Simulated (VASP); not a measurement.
Write the native input for VASP 6.6.1 that does the following.

* Task: single point
* Functional: PBE
* Potentials or basis: VASP PAW PBE potentials, release 64 (Cs_sv)
* Cutoff: 520 eV
* k mesh: 6 × 6 × 2
* Occupations: fermi-dirac, width 0.05 eV
* Spin: no spin polarisation
* Dipole correction: no
* Further INCAR settings: ALGO = Fast; EDIFF = 1e-06; NBANDS = 26

The structure of Cs lies in POSCAR:

```
Cs
1.0
    5.6750717457      0.0000000000      0.0000000000
   -2.8375358729      4.9147563001      0.0000000000
    0.0000000000      0.0000000000     18.8848355348
Cs
4
Direct
    0.6666666667      0.3333333333      0.7500000000
    0.0000000000      0.0000000000      0.5000000000
    0.3333333333      0.6666666667      0.2500000000
    0.0000000000      0.0000000000      0.0000000000
```

This isn't the form of Cs at room conditions, which is bcc.

The input as run:

INCAR

```
PREC = Accurate ; ENCUT = 520
EDIFF = 1E-6 ; ISMEAR = -1
SIGMA = 0.05 ; LREAL = False
LASPH = True ; NELM = 80
ALGO = Fast ; ISIF = 2
LWAVE = False ; LCHARG = False
GGA = PE ; NBANDS = 26
```

KPOINTS

```
regular mesh
0
Gamma
  6 6 2
```

Potentials or basis: VASP PAW PBE potentials, release 64 (Cs_sv).

Launch:

```bash
$ cat potpaw_PBE.64/Cs_sv/POTCAR > POTCAR
$ mpirun -np 1 vasp_std > vasp.out
```

It gave:

The pressure is -0.2 GPa and the band gap on the k mesh is zero (bands 18 and 19 overlap by 1.67 eV).

Caveat: spin-orbit coupling is left out, which moves the levels of the heavy elements.

It took 120 s on 1 thread of Oxide Virtual Turin-like Processor, on a shared host, peak memory 0.54 GiB.
